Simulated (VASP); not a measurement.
Ag: single point with PBEsol+D3(BJ)

The system is Ag.

```
CELL_PARAMETERS angstrom
0.00000 2.04275 2.04275
2.04275 0.00000 2.04275
2.04275 2.04275 0.00000
ATOMIC_POSITIONS crystal
Ag 0.00000 0.00000 0.00000
```

```
Program                : VASP 6.6.1
Task                   : single point
Functional             : PBEsol
Dispersion             : D3(BJ)
Potentials or basis    : VASP PAW PBE potentials, release 64 (Ag)
Cutoff                 : 520 eV
k mesh                 : 11 × 11 × 11
Occupations            : gaussian, width 0.1 eV
Spin                   : no spin polarisation
Dipole correction      : no
Further INCAR settings : ALGO = Normal; EDIFF = 1e-06; NBANDS = 12
```

```
Pressure                   : -8.4 GPa
Dispersion energy per atom : -0.545 eV
```

Levels at points of the mesh, in eV from the Fermi level:
```tsv
k point	band 3	band 4	band 5	band 6	band 7	band 8	band 9	band 10
(0.00, 0.00, 0.00)	-4.99	-4.99	-3.94	-3.94	15.77	19.35	19.35	19.35
```

Wall time 18 s on 1 thread of AMD EPYC 7R13 (shared host), peak memory 0.12 GiB.

Caveat: three body term missing; the PAW data sets were made with another functional, which shifts forces and pressure a little; pairwise dispersion overbinds metals, which lowers pressure and volume.
